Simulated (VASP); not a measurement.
Input of a VASP 6.6.1 run:

Contents of INCAR:

```
SYSTEM = GaN
PREC     = Accurate       ! precision mode
ENCUT    = 520            ! plane-wave cutoff, eV
EDIFF    = 1E-7           ! SCF threshold, eV
ISMEAR   = 0              ! smearing method
SIGMA    = 0.05           ! smearing width, eV
LREAL    = .FALSE.        ! projectors in reciprocal space
LASPH    = .TRUE.         ! aspherical terms in the spheres
NELM     = 80             ! most SCF steps
ALGO     = Normal         ! electronic algorithm
ISIF     = 2              ! what is computed and relaxed
LWAVE    = .FALSE.        ! write WAVECAR
LCHARG   = .FALSE.        ! write CHGCAR
GGA      = PS             ! functional
NBANDS   = 26             ! bands
```

File KPOINTS:

```
Automatic mesh
0
G
  8 8 6
  0 0 0
```

Contents of POSCAR:

```
GaN
1.0
    0.0000000000     -2.2490913701     -2.1591277153
    0.0000000000      2.2490913701     -2.1591277153
    4.3182554305      0.0000000000      0.0000000000
Ga N
2 2
Direct
    0.5000000000      0.5000000000      0.5000000000
    0.0000000000      0.0000000000      0.0000000000
    0.0000000000      0.5000000000      0.2500000000
    0.5000000000      0.0000000000      0.7500000000
```

Potentials or basis: VASP PAW PBE potentials, release 64 (Ga_d, N).

Launch:

```console
$ cat potpaw_PBE.64/Ga_d/POTCAR potpaw_PBE.64/N/POTCAR > POTCAR
$ mpirun -np 1 vasp_std > vasp.out
```

Question: What does it give for the band gap on the k mesh?

Answer: 2.17 eV.

Question: Estimate the pressure.

Answer: 17.9 GPa.

Stress tensor (GPa, compression positive):
```
19.63  0.00  0.00
 0.00 14.38  0.00
 0.00  0.00 19.63
```

Caveat: the PAW data sets were made with another functional, which shifts forces and pressure a little. As with any semilocal functional, this PBEsol gap is likely too small.
